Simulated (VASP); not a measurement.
Rh: single point with PBE

Crystal: Rh.

```xyz
2
Lattice="-1.5351 1.5351 1.5351 1.5351 -1.5351 1.5351 3.0701 3.0701 0.0000" Properties=species:S:1:pos:R:3 pbc="T T T"
Rh    0.0000    0.0000    0.0000
Rh    1.5351    1.5351    1.5351
```

| Property | Result |
| --- | --- |
| Program | VASP 6.6.1 |
| Task | single point |
| Functional | PBE |
| Potentials or basis | VASP PAW PBE potentials, release 64 (Rh_pv) |
| Cutoff | 520 eV |
| k mesh | 13 × 13 × 8 |
| Occupations | fermi-dirac, width 0.05 eV |
| Spin | no spin polarisation |

```json
{"Pressure": "0.1 GPa", "Band gap on the k mesh": "zero (band 15 reaches 12.11 eV, above the bottom of band 16 at 9.71 eV)"}
```

Levels at points of the mesh, in eV from the Fermi level:
```
           k point  band 12  band 13  band 14  band 15  band 16  band 17  band 18  band 19
(0.00, 0.00, 0.00)    -2.74    -0.48    -0.42    -0.41    -0.09     1.36     1.53     9.01
(0.00, 0.00, 0.50)    -2.53    -0.93    -0.93    -0.80    -0.80    -0.31    -0.31    16.01
```

It took 39 s on 1 thread of Intel(R) Xeon(R) 6975P-C (Granite Rapids), with other jobs on the host, peak memory 0.23 GiB.
